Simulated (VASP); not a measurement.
# NbRh (P4/mmm) in VASP: further runs

The runs below take NbRh through single point, relaxation of shape and atoms at fixed volume, relaxation of cell and atoms, with LDA.

Everything below comes from runs of VASP 6.6.1. Logs are shortened: lines on timing, memory, paths and dates and some standing lists are left out, and cuts for length are marked.

## Step 1: The cell of the first run

Symmetry: P4/mmm, No. 123, tetragonal system. Conventional cell: a = 2.788 Å, b = 2.788 Å, c = 3.792 Å, α = 90.00°, β = 90.00°, γ = 90.00°. Within 3.6 Å of Nb (site symmetry 4/mmm) lie 8 Rh at 2.74 Å and 4 Nb at 2.79 Å. Within 3.6 Å of Rh (site symmetry 4/mmm) lie 8 Nb at 2.74 Å and 4 Rh at 2.79 Å.

## Step 2: Single point, LDA (14.74 Å³/atom)

The input, INCAR:

```
SYSTEM = NbRh
PREC     = Accurate       ! precision mode
ENCUT    = 520            ! plane-wave cutoff, eV
EDIFF    = 1E-6           ! SCF threshold, eV
ISMEAR   = -1             ! smearing method
SIGMA    = 0.15           ! smearing width, eV
LREAL    = .FALSE.        ! projectors in reciprocal space
LASPH    = .TRUE.         ! aspherical terms in the spheres
NELM     = 60             ! most SCF steps
ALGO     = Fast           ! electronic algorithm
ISIF     = 2              ! what is computed and relaxed
LWAVE    = .FALSE.        ! write WAVECAR
LCHARG   = .FALSE.        ! write CHGCAR
GGA      = CA             ! functional
NBANDS   = 21             ! bands
```

The input, KPOINTS:

```
regular mesh
0
G
  14 14 12
  0 0 0
```

The input, POSCAR:

```
NbRh
1.0
    2.7877964914      0.0000000000      0.0000000000
    0.0000000000      2.7877964914      0.0000000000
    0.0000000000      0.0000000000      3.7921702297
Nb Rh
1 1
Direct
    0.0000000000      0.0000000000      0.0000000000
    0.5000000000      0.5000000000      0.5000000000
```

Potentials or basis: VASP PAW LDA potentials, release 64 (Nb_sv, Rh_pv).

Launch:

```sh
$ cat potpaw_LDA.64/Nb_sv/POTCAR potpaw_LDA.64/Rh_pv/POTCAR > POTCAR
$ mpirun -np 1 vasp_std > vasp.out
```

OUTCAR:

```text
SYSTEM = NbRh
   PREC = Accurate
   ENCUT = 520
   EDIFF = 1E-6
   ISMEAR = -1
   LREAL = .FALSE.
   LASPH = .TRUE.
   NELM = 60
   ISIF = 2
   GGA = CA

 ion  position               nearest neighbor table
   1  0.000  0.000  0.000-   2 2.74   2 2.74   2 2.74   2 2.74   2 2.74   2 2.74   2 2.74   2 2.74

   2  0.500  0.500  0.500-   1 2.74   1 2.74   1 2.74   1 2.74   1 2.74   1 2.74   1 2.74   1 2.74

  LATTYP: Found a simple tetragonal cell.
 ALAT       =     2.7877964914
 C/A-ratio  =     1.3602751282

  Lattice vectors:

 A1 = (   2.7877964914,   0.0000000000,   0.0000000000)
 A2 = (   0.0000000000,   2.7877964914,   0.0000000000)
 A3 = (   0.0000000000,   0.0000000000,   3.7921702297)

Analysis of symmetry for initial positions (statically):
=====================================================================
 Subroutine PRICEL returns:
 Original cell was already a primitive cell.

 Routine SETGRP: Setting up the symmetry group for a
 simple tetragonal supercell.

 Subroutine GETGRP returns: Found 16 space group operations
 (whereof 16 operations were pure point group operations)
 out of a pool of 16 trial point group operations.

The static configuration has the point symmetry D_4h.

Analysis of symmetry for dynamics (positions and initial velocities):
=====================================================================
 Subroutine PRICEL returns:
 Original cell was already a primitive cell.

 Routine SETGRP: Setting up the symmetry group for a
 simple tetragonal supercell.

 Subroutine GETGRP returns: Found 16 space group operations
 (whereof 16 operations were pure point group operations)
 out of a pool of 16 trial point group operations.

The dynamic configuration has the point symmetry D_4h.

 Subroutine INISYM returns: Found 16 space group operations
 (whereof 16 operations are pure point group operations),
 and found     1 'primitive' translations

----------------------------------------------------------------------------------------

                                     Primitive cell

  volume of cell :      29.4720

  direct lattice vectors                    reciprocal lattice vectors
     2.787796491  0.000000000  0.000000000     0.358706241  0.000000000  0.000000000
     0.000000000  2.787796491  0.000000000     0.000000000  0.358706241  0.000000000
[... 81 lines left out ...]
   LSORBIT =      F    spin-orbit coupling
   LASPH  =      T    aspherical Exc in radial PAW
   ENCUT  =  520.0 eV  38.22 Ry    6.18 a.u.   5.18  5.18  7.05*2*pi/ulx,y,z
   NELM   =     60;   NELMIN=  2; NELMDL= -5     # of ELM steps
   EDIFF  = 0.1E-05   stopping-criterion for ELM
   LREAL  =      F    real-space projection
   EDIFFG = 0.1E-04   stopping-criterion for IOM
   NSW    =      0    number of steps for IOM
   IBRION =     -1    ionic relax: 0-MD 1-quasi-New 2-CG
   NFREE  =      0    steps in history (QN), initial steepest desc. (CG)
   ISIF   =      2    stress and relaxation
   ISYM   =      2    0-nonsym 1-usesym 2-fastsym
   POTIM  = 0.5000    time-step for ionic-motion
   TEBEG  =    0.0;   TEEND  =   0.0 temperature during run
   PSTRESS=    0.0 pullay stress
   NELECT =      28.0000    total number of electrons
   NUPDOWN=      -1.0000    fix difference up-down
   EMIN   =  10.00;   EMAX   =-10.00  energy-range for DOS
   EFERMI =   0.00;   METHOD = LEGACY
   ISMEAR =    -1;   SIGMA  =   0.15  broadening in eV -4-tet -1-fermi 0-gaus
   EFERMI_NEDOS =   21; number of points for ismear=-14 and -15
   IALGO  =     68    algorithm
   IMIX   =      4    mixing-type and parameters
     AMIX     =   0.40;   BMIX     =  1.00
     AMIX_MAG =   1.60;   BMIX_MAG =  1.00
  volume/ion in A,a.u.               =      14.74        99.44
  Fermi-wavevector in a.u.,A,eV,Ry     =   1.609376  3.041280 35.240329  2.590091
  Thomas-Fermi vector in A             =   2.705096
   LORBIT       =      0    0 simple, 1 ext, 2 COOP (PROOUT), +10 PAW based schemes
   GGA     = CA    functional components
   LHFCALC =     F    Hartree Fock is set to
   AEXX    =    0.0000 exact exchange contribution
   IVDW    =     0    specifies the selected vdW correction
   LEPSILON=     F    determine dielectric tensor
   LRPA    =     F    only Hartree local field effects (RPA)
 non-spin polarized calculation
 RMM-DIIS sequential band-by-band and
  energy-cutoff  :      520.00
  volume of cell :       29.47
 maximum number of plane-waves:       812
 NGX is ok and might be reduce to    24
   NGX = 11   NGY = 11   NGZ = 15

 number of electron      28.0000006 magnetization

 Free energy of the ion-electron system (eV)
  ---------------------------------------------------
  ext. energy  EPLUGINS =         0.00000000
  ---------------------------------------------------
  free energy    TOTEN  =       -20.84917715 eV

  energy without entropy =      -20.72852499  energy(sigma->0) =      -20.78885107

 E-fermi :  12.6311     XC(G=0): -13.8599

 val. band max:       12.6242077176   @ k =   0.5000   0.1429   0.3333
 cond. band min:      12.6399087605   @ k =   0.4286   0.4286   0.0000
 fundamental gap:      0.0157010429
 Fermi energy:        12.6311331273

 k-point     1 :       0.0000    0.0000    0.0000
  band No.  band energies     occupation
      1     -41.8703      2.00000
      2     -33.7339      2.00000
      3     -33.4700      2.00000
      4     -33.4700      2.00000
      5     -18.1125      2.00000
      6     -17.4863      2.00000
[... 565 lines left out ...]
     20      25.3479      0.00000
     21      25.4487      0.00000

 [... further k-points ...]

------------------------ aborting loop because EDIFF is reached ----------------------------------------

  FORCE on cell =-STRESS in cart. coord.  units (eV):
  Direction    XX          YY          ZZ          XY          YZ          ZX
  --------------------------------------------------------------------------------------
  -------------------------------------------------------------------------------------
  Total        1.0526139      1.0526139      1.0656209      0.0000000      0.0000000      0.0000000
  in kB       57.2228816     57.2228816     57.9299747      0.0000000      0.0000000      0.0000000
  external PRESSURE =      57.4585793 kB  Pullay stress =       0.0000000 kB

 VOLUME and BASIS-vectors are now :
 -----------------------------------------------------------------------------
  energy-cutoff  :      520.00
  volume of cell :       29.47
      direct lattice vectors                 reciprocal lattice vectors
     2.787796491  0.000000000  0.000000000     0.358706241  0.000000000  0.000000000
     0.000000000  2.787796491  0.000000000     0.000000000  0.358706241  0.000000000
     0.000000000  0.000000000  3.792170230     0.000000000  0.000000000  0.263701242

 POSITION                                       TOTAL-FORCE (eV/Angst)
 -----------------------------------------------------------------------------------
      0.00000      0.00000      0.00000         0.000000      0.000000      0.000000
      1.39390      1.39390      1.89609         0.000000      0.000000      0.000000
 -----------------------------------------------------------------------------------
    total drift:                                0.000000      0.000000     -0.000000

  FREE ENERGIE OF THE ION-ELECTRON SYSTEM (eV)
  ---------------------------------------------------
  free  energy   TOTEN  =       -20.8491771505 eV

  energy  without entropy=      -20.7285249878  energy(sigma->0) =      -20.78885107
```

Run time: 3.5 min. Hardware: 1 thread of Intel Xeon Platinum 8175M at 2.50GHz (Skylake/Cascade Lake), shared host; peak memory 0.25 GiB.

Results:

- Free energy: -20.8492 eV
- Pressure: 5.7 GPa
- Band gap on the k mesh: zero (bands 14 and 15 overlap by 5.14 eV)

Caveat: the cell stands under pressure.

## Step 3: Single point, LDA

This run uses another cell than the first one, of 14.92 Å³/atom.

The input, INCAR:

```
SYSTEM = NbRh
ALGO = Fast
EDIFF = 1E-6
ENCUT = 520
ISIF = 2
ISMEAR = -1
LASPH = .True.
LCHARG = .False.
LREAL = .False.
LWAVE = .False.
NBANDS = 21
NELM = 80
PREC = Accurate
SIGMA = 0.15
```

The input, KPOINTS:

```
k-points
0
Gamma
  14 14 12
  0 0 0
```

The input, POSCAR:

```
NbRh
1.0
    2.8006614095      0.0000000000      0.0000000000
    0.0000000000      2.8006614095      0.0000000000
    0.0000000000      0.0000000000      3.8046189191
Nb Rh
1 1
Direct
    0.0000000000      0.0000000000      0.0000000000
    0.5000000000      0.5000000000      0.5000000000
```

Potentials or basis: VASP PAW LDA potentials, release 64 (Nb_sv, Rh_pv).

Launch:

```sh
$ cat potpaw_LDA.64/Nb_sv/POTCAR potpaw_LDA.64/Rh_pv/POTCAR > POTCAR
$ mpirun -np 1 vasp_std > vasp.out
```

Run time: 2.7 min. Hardware: 1 thread of Intel Xeon Platinum 8175M at 2.50GHz (Skylake/Cascade Lake), shared host; peak memory 0.25 GiB.

It converged, with:

```yaml
Free_energy: -20.8588 eV
Pressure: 2.3 GPa
Band_gap_on_the_k_mesh: zero (bands 14 and 15 overlap by 5.05 eV)
```

Levels at points of the mesh, in eV from the Fermi level:
| k point | band 10 | band 11 | band 12 | band 13 | band 14 | band 15 | band 16 | band 17 | band 18 | band 19 |
| --- | --- | --- | --- | --- | --- | --- | --- | --- | --- | --- |
| (0.00, 0.00, 0.00) | -5.24 | -2.34 | -2.34 | -1.09 | -0.64 | 1.15 | 4.35 | 4.35 | 4.46 | 4.61 |
| (0.50, 0.00, 0.00) | -3.15 | -3.00 | -1.86 | -1.77 | -1.56 | -1.33 | 1.27 | 2.81 | 2.94 | 7.60 |
| (0.50, 0.50, 0.00) | -5.16 | -5.16 | 0.64 | 1.46 | 3.60 | 3.60 | 3.82 | 3.82 | 4.07 | 6.40 |
| (0.00, 0.00, 0.50) | -4.34 | -2.62 | -1.60 | -1.56 | -1.56 | -0.47 | 1.16 | 2.03 | 2.03 | 4.25 |
| (0.50, 0.00, 0.50) | -2.61 | -2.59 | -2.44 | -0.55 | 1.13 | 1.14 | 1.78 | 3.27 | 4.32 | 4.47 |
| (0.50, 0.50, 0.50) | -3.30 | -3.30 | -2.01 | -2.01 | -1.41 | 0.65 | 2.74 | 6.41 | 8.93 | 10.78 |

## Step 4: Single point, LDA

This run uses another cell than the first one, of 15.04 Å³/atom.

The input, INCAR:

```
PREC = Accurate
ENCUT = 520
EDIFF = 1E-6
ISMEAR = -1
SIGMA = 0.15
LREAL = F
LASPH = T
NELM = 100
ALGO = Fast
ISIF = 2
LWAVE = F
LCHARG = T
LELF = T
LVHAR = T
NBANDS = 21
```

The input, KPOINTS:

```
regular mesh
0
Gamma
  14 14 12
```

The input, POSCAR:

```
NbRh
1.0
    2.8086316043      0.0000000000      0.0000000000
    0.0000000000      2.8086316043      0.0000000000
    0.0000000000      0.0000000000      3.8123637045
Nb Rh
1 1
Direct
    0.0000000000      0.0000000000      0.0000000000
    0.5000000000      0.5000000000      0.5000000000
```

Launch:

```sh
$ cat potpaw_LDA.64/Nb_sv/POTCAR potpaw_LDA.64/Rh_pv/POTCAR > POTCAR
$ mpirun -np 1 vasp_std > vasp.out
```

Wall time 2.7 min (1 thread of Intel Xeon Platinum 8175M at 2.50GHz (Skylake/Cascade Lake), shared host); peak memory 0.26 GiB.

Results (log left out):

* Free energy: -20.8608 eV
* Pressure: 0.3 GPa
* Band gap on the k mesh: zero (bands 14 and 15 overlap by 5.00 eV)

Levels at points of the mesh, in eV from the Fermi level:
```tsv
k point	band 11	band 12	band 13	band 14	band 15	band 16	band 17	band 18
(0.00, 0.00, 0.00)	-2.32	-2.32	-1.08	-0.64	1.14	4.31	4.31	4.43
(0.50, 0.00, 0.00)	-2.99	-1.84	-1.74	-1.53	-1.32	1.26	2.76	2.91
(0.50, 0.50, 0.00)	-5.11	0.62	1.44	3.56	3.56	3.78	3.78	4.03
(0.00, 0.00, 0.50)	-2.58	-1.59	-1.55	-1.55	-0.47	1.16	2.01	2.01
(0.50, 0.00, 0.50)	-2.56	-2.42	-0.54	1.11	1.13	1.75	3.24	4.28
(0.50, 0.50, 0.50)	-3.27	-1.99	-1.99	-1.40	0.63	2.72	6.34	8.86
```

[end of part 1 of 3]
